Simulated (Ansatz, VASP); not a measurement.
BN in VASP and in Ansatz

```
B N
1.0
     0.00000    1.88484    1.88484
     1.88484    0.00000    1.88484
     1.88484    1.88484    0.00000
B N
1 1
Cartesian
  0.0000 0.0000 0.0000
  2.8273 2.8273 2.8273
```

Change from the starting cell: strain +0.040 along x and y, +0.040 along z, atoms carried along.

Alike in both runs: task single point; functional PBE; k mesh 12 × 12 × 12; occupations gaussian, width 0.05 eV; no spin polarisation.

|  | VASP | Ansatz |
| --- | --- | --- |
| version | VASP 6.6.1 | Ansatz 0.2.0 |
| potentials or method | VASP PAW PBE potentials, release 64 (B, N), cutoff 600 eV | scalar-relativistic, plane waves, PAW |
| valence electrons in the cell | 8 | 8 |

|  | VASP | Ansatz | Ansatz less VASP |
| --- | --- | --- | --- |
| gap on the k mesh at the Fermi level (eV) | 4.31 | 4.32 | +0.008 |
| least direct gap on the mesh (eV) | 8.22 | 8.23 | +0.008 |
| pressure (GPa) | -35.4 | -35.1 | +0.29 |

Both programs put the cell under strong tension, so it lies far from rest at this level.

Noted on VASP's run: the cell as given lies far from equilibrium.
